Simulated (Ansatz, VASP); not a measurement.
# GaSb in VASP and in Ansatz

The input INCAR:

```
SYSTEM = GaSb
  PREC = Accurate
  ENCUT = 520
  EDIFF = 1E-7
  ISMEAR = 0
  SIGMA = 0.15
  LREAL = .FALSE.
  LASPH = .TRUE.
  NELM = 100
  ALGO = Normal
  ISIF = 2
  LWAVE = .FALSE.
  LCHARG = .FALSE.
  GGA = PE
  NBANDS = 16
```

KPOINTS

```
regular mesh
0
G
  16 16 16
  0 0 0
```

File POSCAR:

```
GaSb
1.0
   -1.4826432000      2.5343105532      3.1712435421
    1.4826432000     -2.5343105532      3.1712435421
    1.4826432000      2.5343105532     -3.1712435421
Ga Sb
1 1
Direct
    0.0000000000      0.0000000000      0.0000000000
    0.5000000000      0.5000000000      0.0000000000
```

Input for Ansatz:

```yaml
crystal:
  lattice:
    - [-1.4826432, 2.5343105532, 3.1712435421]
    - [1.4826432, -2.5343105532, 3.1712435421]
    - [1.4826432, 2.5343105532, -3.1712435421]
  atoms:
    - { symbol: Ga, position: [0.0, 0.0, 0.0] }
    - { symbol: Sb, position: [0.5, 0.5, 0.0] }
basis:
  ecutwfc: 420
kpoints:
  mp_grid: { grid: [16, 16, 16] }
hamiltonian:
  xc: pbe
  pseudopotentials: { kind: paw, azcp: { folder: soft_1 } }
scf:
  occupations: { method: gaussian, width: 0.15 }
output:
  forces: true
  stress: true
  eigenvalues: true
```

Change from the starting cell: strain +e along x and -e along y -0.0267, strain +e along z and -e/2 along x and y +0.1000.

Alike in both runs: task single point; functional PBE; k mesh 16 × 16 × 16; occupations gaussian, width 0.15 eV; no spin polarisation.

|  | VASP | Ansatz |
| --- | --- | --- |
| version | VASP 6.6.1 | Ansatz 0.2.0 |
| potentials or method | VASP PAW PBE potentials, release 64 (Ga_d, Sb), cutoff 520 eV | scalar-relativistic, plane waves, PAW |
| valence electrons in the cell | 18 | 28 |

Ansatz gave:

| Property | Result |
| --- | --- |
| gap on the k mesh at the Fermi level (eV) | none |
| pressure (GPa) | 3.4 |
| traceless stress, the component that is largest in VASP (GPa) | -9.83 |

**Question.** Which values does VASP return?

**Answer.** gap on the k mesh at the Fermi level (eV): none; pressure (GPa): 3.4; traceless stress, the component that is largest in VASP (GPa): -9.88.

A gap of «none» marks a metal or a gap that the smearing closes. VASP's potentials hold 18 valence electrons a cell and Ansatz's 28, so a difference there can come from the potentials and not from the codes.

Neither program's run includes spin-orbit coupling.
